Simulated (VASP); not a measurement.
# Cu in VASP: single point with PBEsol

Aim: the single point of Cu with PBEsol.

Everything below comes from runs of VASP 6.6.1. Logs are shortened: lines on timing, memory, paths and dates and some standing lists are left out, and cuts for length are marked.

## (1) The cell of the first run

The typed cell holds 2 atoms: a = 2.519 Å, b = 2.519 Å, c = 4.124 Å, α = 90.00°, β = 90.00°, γ = 119.99°.

This isn't the form of Cu at room conditions, which is fcc.

## (2) Single point, PBEsol

Input file INCAR:

```
SYSTEM = Cu
PREC     = Accurate       ! precision mode
ENCUT    = 520            ! plane-wave cutoff, eV
EDIFF    = 1E-6           ! SCF threshold, eV
ISMEAR   = 0              ! smearing method
SIGMA    = 0.15           ! smearing width, eV
LREAL    = .False.        ! projectors in reciprocal space
LASPH    = .True.         ! aspherical terms in the spheres
NELM     = 60             ! most SCF steps
ALGO     = Fast           ! electronic algorithm
ISIF     = 2              ! what is computed and relaxed
LWAVE    = .False.        ! write WAVECAR
LCHARG   = .True.         ! write CHGCAR
GGA      = PS             ! functional
LELF     = .True.         ! ELF
LVHAR    = .True.       
NBANDS   = 18             ! bands
```

Input file KPOINTS:

```
regular mesh
0
Gamma
  14 14 8
  0 0 0
```

Input file POSCAR:

```
Cu
1.0
   -1.5422851389      1.5422857511      1.2596055068
    1.5422896637     -1.5422910245      1.2596159179
    2.9159880196      2.9159899925     -0.0000007955
Cu
2
Direct
    0.0832929054     -0.0832906838      0.0000000568
    0.4167070946      0.5832906838      0.4999999432
```

Potentials or basis: VASP PAW PBE potentials, release 64 (Cu).

Command:

```console
cat potpaw_PBE.64/Cu/POTCAR > POTCAR
mpirun -np 1 vasp_std > vasp.out
```

OUTCAR:

```text
SYSTEM = Cu
   PREC = Accurate
   ENCUT = 520
   EDIFF = 1E-6
   ISMEAR = 0
   LREAL = .False.
   LASPH = .True.
   NELM = 60
   ISIF = 2
   GGA = PS

 ion  position               nearest neighbor table
   1  0.083  0.917  0.000-   2 2.52   2 2.52   2 2.52   2 2.52   2 2.52   2 2.52
   2  0.417  0.583  0.500-   1 2.52   1 2.52   1 2.52   1 2.52   1 2.52   1 2.52

  LATTYP: Found a base centered orthorhombic cell.
 ALAT       =     2.5192214247
 B/A-ratio  =     1.7315861450
 C/A-ratio  =     1.6369467009

  Lattice vectors:

 A1 = (  -1.5422851389,   1.5422857511,   1.2596055068)
 A2 = (   1.5422896637,  -1.5422910245,   1.2596159179)
 A3 = (   2.9159880196,   2.9159899925,  -0.0000007955)

Analysis of symmetry for initial positions (statically):
=====================================================================
 Subroutine PRICEL returns:
 Original cell was already a primitive cell.

 Routine SETGRP: Setting up the symmetry group for a
 base centered orthorhombic supercell.

 Subroutine GETGRP returns: Found  8 space group operations
 (whereof  4 operations were pure point group operations)
 out of a pool of  8 trial point group operations.

The static configuration has the point symmetry C_2v.
 The point group associated with its full space group is D_2h.

Analysis of symmetry for dynamics (positions and initial velocities):
=====================================================================
 Subroutine PRICEL returns:
 Original cell was already a primitive cell.

 Routine SETGRP: Setting up the symmetry group for a
 base centered orthorhombic supercell.

 Subroutine GETGRP returns: Found  8 space group operations
 (whereof  4 operations were pure point group operations)
 out of a pool of  8 trial point group operations.

The dynamic configuration has the point symmetry C_2v.
 The point group associated with its full space group is D_2h.

 Subroutine INISYM returns: Found  8 space group operations
 (whereof  4 operations are pure point group operations),
 and found     1 'primitive' translations

----------------------------------------------------------------------------------------

                                     Primitive cell

  volume of cell :      22.6594

  direct lattice vectors                    reciprocal lattice vectors
    -1.542285139  1.542285751  1.259605507    -0.162097514  0.162097513  0.396948668
     1.542289664 -1.542291025  1.259615918     0.162096283 -0.162096065  0.396947407
     2.915988020  2.915989993 -0.000000796     0.171468465  0.171468356  0.000000051

  length of vectors
     2.518708959  2.518720165  4.123831200     0.458387885  0.458385845  0.242492952

  position of ions in fractional coordinates (direct lattice)
     0.083292905  0.916709316  0.000000057
     0.416707095  0.583290684  0.499999943

  ion indices of the primitive-cell ions
   primitive index   ion index
                 1           1
                 2           2

----------------------------------------------------------------------------------------

 KPOINTS: regular mesh

Automatic generation of k-mesh.
 Grid dimensions read from file:
 generate k-points for:   14   14    8

 Generating k-lattice:

  Cartesian coordinates                     Fractional coordinates (reciprocal lattice)
    -0.011578394  0.011578394  0.028353476     0.071428571  0.000000000  0.000000000
     0.011578306 -0.011578290  0.028353386     0.000000000  0.071428571  0.000000000
     0.021433558  0.021433544  0.000000006    -0.000000000 -0.000000000  0.125000000

  Length of vectors
     0.032741992  0.032741846  0.030311619

  Shift w.r.t. Gamma in fractional coordinates (k-lattice)
     0.000000000  0.000000000  0.000000000

 Subroutine IBZKPT returns following result:
 ===========================================

 Found    285 irreducible k-points:

 Following reciprocal coordinates:
            Coordinates               Weight
  0.000000  0.000000  0.000000      1.000000
  0.071429 -0.000000  0.000000      4.000000
  0.142857 -0.000000  0.000000      4.000000
  0.214286 -0.000000  0.000000      4.000000
  0.285714 -0.000000  0.000000      4.000000
  0.357143  0.000000  0.000000      4.000000
[... 16 lines left out ...]
  0.214286  0.142857  0.000000      4.000000
  0.285714  0.142857 -0.000000      4.000000
 [... further k-points ...]
   k-points           NKPTS =    285   k-points in BZ     NKDIM =    285   number of bands    NBANDS=     18
   number of dos      NEDOS =    301   number of ions     NIONS =      2
   total plane-waves  NPLWV =  12800
   dimension x,y,z NGX =    20 NGY =   20 NGZ =   32
   dimension x,y,z NGXF=    40 NGYF=   40 NGZF=   64
   ions per type =               2
   NGX,Y,Z   is equivalent  to a cutoff of  13.20, 13.20, 12.90 a.u.
   NGXF,Y,Z  is equivalent  to a cutoff of  26.40, 26.40, 25.80 a.u.
 SYSTEM =  Cu
   PREC   = accura    normal or accurate (medium, high low for compatibility)
   ISTART =      0    job   : 0-new  1-cont  2-samecut
   ICHARG =      2    charge: 1-file 2-atom 10-const
   ISPIN  =      1    spin polarized calculation?
   LNONCOLLINEAR =      F non collinear calculations
   LSORBIT =      F    spin-orbit coupling
   LASPH  =      T    aspherical Exc in radial PAW
   ENCUT  =  520.0 eV  38.22 Ry    6.18 a.u.   4.68  4.68  7.67*2*pi/ulx,y,z
   NELM   =     60;   NELMIN=  2; NELMDL= -5     # of ELM steps
   EDIFF  = 0.1E-05   stopping-criterion for ELM
   LREAL  =      F    real-space projection
   EDIFFG = 0.1E-04   stopping-criterion for IOM
   NSW    =      0    number of steps for IOM
   IBRION =     -1    ionic relax: 0-MD 1-quasi-New 2-CG
   NFREE  =      0    steps in history (QN), initial steepest desc. (CG)
   ISIF   =      2    stress and relaxation
   ISYM   =      2    0-nonsym 1-usesym 2-fastsym
   POTIM  = 0.5000    time-step for ionic-motion
   TEBEG  =    0.0;   TEEND  =   0.0 temperature during run
   PSTRESS=    0.0 pullay stress
   NELECT =      22.0000    total number of electrons
   NUPDOWN=      -1.0000    fix difference up-down
   EMIN   =  10.00;   EMAX   =-10.00  energy-range for DOS
   EFERMI =   0.00;   METHOD = LEGACY
   ISMEAR =     0;   SIGMA  =   0.15  broadening in eV -4-tet -1-fermi 0-gaus
   EFERMI_NEDOS =   21; number of points for ismear=-14 and -15
   IALGO  =     68    algorithm
   IMIX   =      4    mixing-type and parameters
     AMIX     =   0.40;   BMIX     =  1.00
     AMIX_MAG =   1.60;   BMIX_MAG =  1.00
  volume/ion in A,a.u.               =      11.33        76.46
  Fermi-wavevector in a.u.,A,eV,Ry     =   1.621063  3.063364 35.753996  2.627845
  Thomas-Fermi vector in A             =   2.714900
   LORBIT       =      0    0 simple, 1 ext, 2 COOP (PROOUT), +10 PAW based schemes
   GGA     = PS    functional components
   LHFCALC =     F    Hartree Fock is set to
   AEXX    =    0.0000 exact exchange contribution
   IVDW    =     0    specifies the selected vdW correction
   LEPSILON=     F    determine dielectric tensor
   LRPA    =     F    only Hartree local field effects (RPA)
 non-spin polarized calculation
 RMM-DIIS sequential band-by-band and
 Gauss-broadening in eV      SIGMA  =   0.15
  energy-cutoff  :      520.00
  volume of cell :       22.66
 maximum number of plane-waves:       628
   NGX =  9   NGY =  9   NGZ = 15

 number of electron      21.9999973 magnetization

 Free energy of the ion-electron system (eV)
  ---------------------------------------------------
  ext. energy  EPLUGINS =         0.00000000
  ---------------------------------------------------
  free energy    TOTEN  =        -8.59534301 eV

  energy without entropy =       -8.58446579  energy(sigma->0) =       -8.58990440

 E-fermi :   7.8211     XC(G=0): -13.1519

 val. band max:        7.7870933325   @ k =   0.5000   0.5000   0.3750
 cond. band min:       7.8342069354   @ k =   0.2857   0.2143   0.2500
 fundamental gap:      0.0471136029
 Fermi energy:         7.8211437307

 k-point     1 :       0.0000    0.0000    0.0000
  band No.  band energies     occupation
      1      -1.7864      2.00000
      2       2.5838      2.00000
      3       4.7526      2.00000
      4       4.8263      2.00000
      5       4.8286      2.00000
      6       5.0474      2.00000
[... 10 lines left out ...]
     17      31.9529      0.00000
     18      32.0983      0.00000

 k-point     2 :       0.0714   -0.0000    0.0000
  band No.  band energies     occupation
      1      -1.6160      2.00000
      2       2.6842      2.00000
      3       4.6567      2.00000
      4       4.8920      2.00000
      5       4.9057      2.00000
      6       5.0169      2.00000
[... 10 lines left out ...]
     17      32.4633      0.00000
     18      32.8407      0.00000

 k-point     3 :       0.1429   -0.0000    0.0000
  band No.  band energies     occupation
      1      -1.1134      2.00000
      2       2.9521      2.00000
      3       4.4935      2.00000
      4       4.7943      2.00000
      5       4.9001      2.00000
      6       5.0756      2.00000
[... 10 lines left out ...]
     17      31.1070      0.00000
     18      32.7970      0.00000

 k-point     4 :       0.2143   -0.0000    0.0000
  band No.  band energies     occupation
      1      -0.3092      2.00000
      2       3.2683      2.00000
      3       4.2677      2.00000
      4       4.3374      2.00000
      5       4.7987      2.00000
      6       5.0945      2.00000
[... 375 lines left out ...]
      4       4.1679      2.00000
      5       4.8117      2.00000
      6       4.8851      2.00000
[... 10 lines left out ...]
     17      28.3989      0.00000
     18      29.1751      0.00000

 k-point    23 :       0.2143    0.1429    0.0000
  band No.  band energies     occupation
      1       1.1536      2.00000
      2       3.6232      2.00000
      3       3.8118      2.00000
      4       4.0416      2.00000
      5       4.7493      2.00000
      6       4.8296      2.00000
[... 10 lines left out ...]
     17      26.3330      0.00000
     18      27.2808      0.00000

 k-point    24 :       0.2857    0.1429   -0.0000
  band No.  band energies     occupation
      1       2.1867      2.00000
      2       3.5373      2.00000
      3       3.6038      2.00000
      4       4.1029      2.00000
      5       4.6707      2.00000
      6       4.9490      2.00000
[... 10 lines left out ...]
     17      23.4695      0.00000
     18      26.5374      0.00000

 [... further k-points ...]

------------------------ aborting loop because EDIFF is reached ----------------------------------------

  FORCE on cell =-STRESS in cart. coord.  units (eV):
  Direction    XX          YY          ZZ          XY          YZ          ZX
  --------------------------------------------------------------------------------------
  -------------------------------------------------------------------------------------
  Total        0.1358630      0.1358631      0.1374111     -0.0037191     -0.0000005      0.0000005
  in kB        9.6064729      9.6064855      9.7159355     -0.2629635     -0.0000383      0.0000328
  external PRESSURE =       9.6429647 kB  Pullay stress =       0.0000000 kB

 VOLUME and BASIS-vectors are now :
 -----------------------------------------------------------------------------
  energy-cutoff  :      520.00
  volume of cell :       22.66
      direct lattice vectors                 reciprocal lattice vectors
    -1.542285139  1.542285751  1.259605507    -0.162097514  0.162097513  0.396948668
     1.542289664 -1.542291025  1.259615918     0.162096283 -0.162096065  0.396947407
     2.915988020  2.915989993 -0.000000796     0.171468465  0.171468356  0.000000051

 POSITION                                       TOTAL-FORCE (eV/Angst)
 -----------------------------------------------------------------------------------
      1.28537     -1.28537      1.25962        -0.000035      0.000035     -0.000000
      1.71492      1.20107      1.25961         0.000035     -0.000035      0.000000
 -----------------------------------------------------------------------------------
    total drift:                                0.000178     -0.000082      0.000309

  FREE ENERGIE OF THE ION-ELECTRON SYSTEM (eV)
  ---------------------------------------------------
  free  energy   TOTEN  =        -8.5953430061 eV

  energy  without entropy=       -8.5844657903  energy(sigma->0) =       -8.58990440
```

It took 3.8 min on 1 thread of Intel Xeon 8259CL, shared host; peak memory 0.21 GiB.

What came out:

| Item | Value |
| --- | --- |
| Free energy | -8.5953 eV |
| Pressure | 1.0 GPa |
| Band gap on the k mesh | zero (bands 11 and 12 overlap by 5.69 eV) |

Levels at points of the mesh, in eV from the Fermi level:
| k point | band 8 | band 9 | band 10 | band 11 | band 12 | band 13 | band 14 | band 15 |
| --- | --- | --- | --- | --- | --- | --- | --- | --- |
| (0.00, 0.00, 0.00) | -2.46 | -2.46 | -1.67 | -1.67 | -1.08 | 4.02 | 21.81 | 22.48 |
| (0.50, 0.00, 0.00) | -1.56 | -1.52 | -1.46 | 0.09 | 1.73 | 8.01 | 8.41 | 11.00 |
| (0.50, 0.50, 0.00) | -1.56 | -1.52 | -1.46 | 0.09 | 1.74 | 8.01 | 8.41 | 11.00 |
| (0.00, 0.00, 0.50) | -3.03 | -1.91 | -1.91 | -1.90 | -1.90 | 12.80 | 12.80 | 22.52 |
| (0.50, 0.00, 0.50) | -1.86 | -1.50 | -1.50 | 0.52 | 0.52 | 5.15 | 5.15 | 16.62 |
| (0.50, 0.50, 0.50) | -1.86 | -1.50 | -1.50 | 0.52 | 0.52 | 5.16 | 5.16 | 16.61 |

Caveat: the PAW data sets were made with another functional, which shifts forces and pressure a little.
